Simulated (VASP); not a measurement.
# TiAl in VASP: notebook, part 2 of 2

VASP 6.6.1. Earlier steps stand in the parts before.

## Step 3: Single point, r2SCAN (strain +0.030 along x and y, +0.000 along z)

POSCAR reads:

```
TiAl
1.0
    3.2664860147      0.0000000000      0.0000000000
    0.0000000000      3.2664860147      0.0000000000
    0.0000000000      0.0000000000      3.1713456453
Ti Al
1 1
Direct
    0.0000000000      0.0000000000      0.0000000000
    0.5000000000      0.5000000000      0.5000000000
```

INCAR.step1 reads:

```
SYSTEM = TiAl
PREC = Accurate ; ENCUT = 520
ISMEAR = 0 ; SIGMA = 0.15
LREAL = .FALSE. ; LASPH = .TRUE.
NELM = 80 ; NBANDS = 14
GGA = PE ; ALGO = Normal
EDIFF = 1E-4 ; LWAVE = .TRUE.
LCHARG = .FALSE.
```

INCAR.step2 reads:

```
SYSTEM = TiAl
PREC = Accurate ; ENCUT = 520
EDIFF = 1E-6 ; ISMEAR = 0
SIGMA = 0.15 ; LREAL = .FALSE.
LASPH = .TRUE. ; NELM = 80
ALGO = Normal ; ISIF = 2
LWAVE = .FALSE. ; LCHARG = .FALSE.
METAGGA = R2SCAN ; LMIXTAU = .TRUE.
NBANDS = 14 ; ISTART = 1
```

KPOINTS reads:

```
regular mesh
0
G
  20 20 20
  0 0 0
```

Potentials or basis: VASP PAW PBE potentials, release 64 (Ti_sv, Al).

The run is started by

```
$ cat potpaw_PBE.64/Ti_sv/POTCAR potpaw_PBE.64/Al/POTCAR > POTCAR
$ cp INCAR.step1 INCAR
$ mpirun -np 1 vasp_std > vasp.out
$ cp INCAR.step2 INCAR
$ mpirun -np 1 vasp_std > vasp.out
```

OUTCAR:

```text
SYSTEM = TiAl
   PREC = Accurate
   ENCUT = 520
   EDIFF = 1E-6
   ISMEAR = 0
   LREAL = .FALSE.
   LASPH = .TRUE.
   NELM = 80
   ISIF = 2
   METAGGA = R2SCAN
   ISTART = 1

 ion  position               nearest neighbor table
   1  0.000  0.000  0.000-   2 2.80   2 2.80   2 2.80   2 2.80   2 2.80   2 2.80   2 2.80   2 2.80

   2  0.500  0.500  0.500-   1 2.80   1 2.80   1 2.80   1 2.80   1 2.80   1 2.80   1 2.80   1 2.80

  LATTYP: Found a simple tetragonal cell.
 ALAT       =     3.2664860147
 C/A-ratio  =     0.9708737864

  Lattice vectors:

 A1 = (   3.2664860147,   0.0000000000,   0.0000000000)
 A2 = (   0.0000000000,   3.2664860147,   0.0000000000)
 A3 = (   0.0000000000,   0.0000000000,   3.1713456453)

Analysis of symmetry for initial positions (statically):
=====================================================================
 Subroutine PRICEL returns:
 Original cell was already a primitive cell.

 Routine SETGRP: Setting up the symmetry group for a
 simple tetragonal supercell.

 Subroutine GETGRP returns: Found 16 space group operations
 (whereof 16 operations were pure point group operations)
 out of a pool of 16 trial point group operations.

The static configuration has the point symmetry D_4h.

Analysis of symmetry for dynamics (positions and initial velocities):
=====================================================================
 Subroutine PRICEL returns:
 Original cell was already a primitive cell.

 Routine SETGRP: Setting up the symmetry group for a
 simple tetragonal supercell.

 Subroutine GETGRP returns: Found 16 space group operations
 (whereof 16 operations were pure point group operations)
 out of a pool of 16 trial point group operations.

The dynamic configuration has the point symmetry D_4h.

 Subroutine INISYM returns: Found 16 space group operations
 (whereof 16 operations are pure point group operations),
 and found     1 'primitive' translations

----------------------------------------------------------------------------------------
[... 123 lines left out ...]
   LRPA    =     F    only Hartree local field effects (RPA)
 non-spin polarized calculation
 Gauss-broadening in eV      SIGMA  =   0.15
  energy-cutoff  :      520.00
  volume of cell :       33.84
 maximum number of plane-waves:       932
   NGX = 13   NGY = 13   NGZ = 11

 number of electron      15.0000003 magnetization

 Free energy of the ion-electron system (eV)
  ---------------------------------------------------
  ext. energy  EPLUGINS =         0.00000000
  ---------------------------------------------------
  free energy    TOTEN  =       -20.28629297 eV

  energy without entropy =      -20.26213393  energy(sigma->0) =      -20.27421345

 E-fermi :   8.2942     XC(G=0): -11.6641

 val. band max:        8.2939349371   @ k =   0.2000   0.2000   0.2500
 cond. band min:       8.2943168495   @ k =   0.3000   0.2000   0.0500
 fundamental gap:      0.0003819124
 Fermi energy:         8.2942268138

 k-point     1 :       0.0000    0.0000    0.0000
  band No.  band energies     occupation
      1     -51.0987      2.00000
      2     -26.2718      2.00000
      3     -26.2718      2.00000
      4     -26.2208      2.00000
      5      -1.3351      2.00000
      6       6.7753      2.00000
      7       6.8211      2.00000
      8      10.0974      0.00000
      9      10.2826      0.00000
     10      10.2826      0.00000
     11      12.3861      0.00000
     12      12.3861      0.00000
     13      13.2355      0.00000
     14      17.0401      0.00000
[... 377 lines left out ...]
      1     -51.0938      2.00000
      2     -26.3185      2.00000
      3     -26.2807      2.00000
      4     -26.2158      2.00000
      5      -0.5645      2.00000
      6       6.2305      2.00000
      7       6.9866      2.00000
      8       8.9777      0.00000
      9       9.6216      0.00000
     10      10.1899      0.00000
     11      11.2983      0.00000
     12      12.9958      0.00000
     13      14.6759      0.00000
     14      16.8160      0.00000

 [... further k-points ...]

------------------------ aborting loop because EDIFF is reached ----------------------------------------

  FORCE on cell =-STRESS in cart. coord.  units (eV):
  Direction    XX          YY          ZZ          XY          YZ          ZX
  --------------------------------------------------------------------------------------
  -------------------------------------------------------------------------------------
  Total       -1.2386395     -1.2386395     -1.3865301      0.0000000      0.0000000      0.0000000
  in kB      -58.6476108    -58.6476108    -65.6499934      0.0000000      0.0000000      0.0000000
  external PRESSURE =     -60.9817384 kB  Pullay stress =       0.0000000 kB

 VOLUME and BASIS-vectors are now :
 -----------------------------------------------------------------------------
  energy-cutoff  :      520.00
  volume of cell :       33.84
      direct lattice vectors                 reciprocal lattice vectors
     3.266486015  0.000000000  0.000000000     0.306139379  0.000000000  0.000000000
     0.000000000  3.266486015  0.000000000     0.000000000  0.306139379  0.000000000
     0.000000000  0.000000000  3.171345645     0.000000000  0.000000000  0.315323560

 POSITION                                       TOTAL-FORCE (eV/Angst)
 -----------------------------------------------------------------------------------
      0.00000      0.00000      0.00000         0.000000      0.000000      0.000000
      1.63324      1.63324      1.58567         0.000000      0.000000      0.000000
 -----------------------------------------------------------------------------------
    total drift:                                0.000000      0.000000      0.000000

  FREE ENERGIE OF THE ION-ELECTRON SYSTEM (eV)
  ---------------------------------------------------
  free  energy   TOTEN  =       -20.2862929745 eV

  energy  without entropy=      -20.2621339330  energy(sigma->0) =      -20.27421345
```

Wall time 4.4 min (1 thread of Intel Xeon 6975P-C (Granite Rapids), shared host); peak memory 0.44 GiB.

What came out:

- Free energy: -20.2863 eV
- Pressure: -6.1 GPa

Levels at points of the mesh, in eV from the Fermi level:
| k point | band 4 | band 5 | band 6 | band 7 | band 8 | band 9 | band 10 | band 11 |
| --- | --- | --- | --- | --- | --- | --- | --- | --- |
| (0.00, 0.00, 0.00) | -34.52 | -9.63 | -1.52 | -1.47 | 1.80 | 1.99 | 1.99 | 4.09 |
| (0.50, 0.00, 0.00) | -34.50 | -6.46 | -5.47 | -0.63 | 0.12 | 0.50 | 2.17 | 2.78 |
| (0.50, 0.50, 0.00) | -34.49 | -5.23 | -2.49 | -2.49 | -1.62 | 1.01 | 1.01 | 2.56 |
| (0.00, 0.00, 0.50) | -34.55 | -6.17 | -5.39 | -0.53 | 0.18 | 0.18 | 2.03 | 3.08 |
| (0.50, 0.00, 0.50) | -34.54 | -5.02 | -2.42 | -2.25 | -1.53 | 0.75 | 0.78 | 2.65 |
| (0.50, 0.50, 0.50) | -34.66 | -3.12 | -3.09 | -3.09 | 0.62 | 2.64 | 2.69 | 2.69 |

Caveat: the cell differs from its parent crystal (strain +0.030 along x and y, +0.000 along z); the PAW data sets were made with another functional, which shifts forces and pressure a little.

## Step 4: Single point, r2SCAN (strain -0.030 along x and y, -0.030 along z)

POSCAR reads:

```
TiAl
1.0
    3.0762052759      0.0000000000      0.0000000000
    0.0000000000      3.0762052759      0.0000000000
    0.0000000000      0.0000000000      3.0762052759
Ti Al
1 1
Direct
    0.0000000000      0.0000000000      0.0000000000
    0.5000000000      0.5000000000      0.5000000000
```

INCAR.step1 reads:

```
PREC = Accurate ; ENCUT = 520
ISMEAR = 0 ; SIGMA = 0.15
LREAL = F ; LASPH = T
NELM = 60 ; NBANDS = 14
GGA = PE ; ALGO = Normal
EDIFF = 1E-4 ; LWAVE = T
LCHARG = F
```

INCAR.step2 reads:

```
PREC = Accurate ; ENCUT = 520
EDIFF = 1E-6 ; ISMEAR = 0
SIGMA = 0.15 ; LREAL = F
LASPH = T ; NELM = 60
ALGO = Normal ; ISIF = 2
LWAVE = F ; LCHARG = F
METAGGA = R2SCAN ; LMIXTAU = T
NBANDS = 14 ; ISTART = 1
```

KPOINTS reads:

```
Automatic mesh
0
Gamma
  20 20 20
```

The run is started by

```
$ cat potpaw_PBE.64/Ti_sv/POTCAR potpaw_PBE.64/Al/POTCAR > POTCAR
$ cp INCAR.step1 INCAR
$ mpirun -np 1 vasp_std > vasp.out
$ cp INCAR.step2 INCAR
$ mpirun -np 1 vasp_std > vasp.out
```

Run time: 3.5 min. Hardware: 1 thread of AMD EPYC 9R45 (Zen 5), shared host; peak memory 0.21 GiB.

The run converged. Its results:

```yaml
Free_energy: -20.2111 eV
Pressure: 13.3 GPa
```

Levels at points of the mesh, in eV from the Fermi level:
| k point | band 3 | band 4 | band 5 | band 6 | band 7 | band 8 | band 9 | band 10 | band 11 | band 12 |
| --- | --- | --- | --- | --- | --- | --- | --- | --- | --- | --- |
| (0.00, 0.00, 0.00) | -34.21 | -34.21 | -10.31 | -1.89 | -1.89 | 2.29 | 2.29 | 2.29 | 5.15 | 5.15 |
| (0.50, 0.00, 0.00) | -34.19 | -34.19 | -6.58 | -5.90 | -0.78 | 0.31 | 0.31 | 2.54 | 3.56 | 6.74 |
| (0.50, 0.50, 0.00) | -34.43 | -34.16 | -5.53 | -2.43 | -2.43 | -1.77 | 0.93 | 0.93 | 3.22 | 5.62 |
| (0.50, 0.50, 0.50) | -34.40 | -34.40 | -3.60 | -3.60 | -3.60 | 1.55 | 3.17 | 3.17 | 3.17 | 3.30 |

Caveat: the cell differs from its parent crystal (strain -0.030 along x and y, -0.030 along z); the PAW data sets were made with another functional, which shifts forces and pressure a little.

## Step 5: Summary

| cell | gap on the mesh (eV) | pressure (GPa) |
| --- | --- | --- |
| a = 3.171, b = 3.171, c = 3.266 Å, 2 atoms | none | -3.2 |
| a = 3.266, b = 3.266, c = 3.171 Å, 2 atoms | none | -6.1 |
| a = 3.076 Å, 2 atoms | none | 13.3 |

Alike in all rows: task single point; level r2SCAN; potentials or basis VASP PAW PBE potentials, release 64 (Ti_sv, Al); no spin polarisation; k mesh 20 × 20 × 20; cutoff (eV) 520; smearing gaussian 0.15 eV.

Caveats: the PAW data sets were made with another functional, which shifts forces and pressure a little.

Total energies depend on the potentials used, so only differences within one code and one set of settings carry meaning.
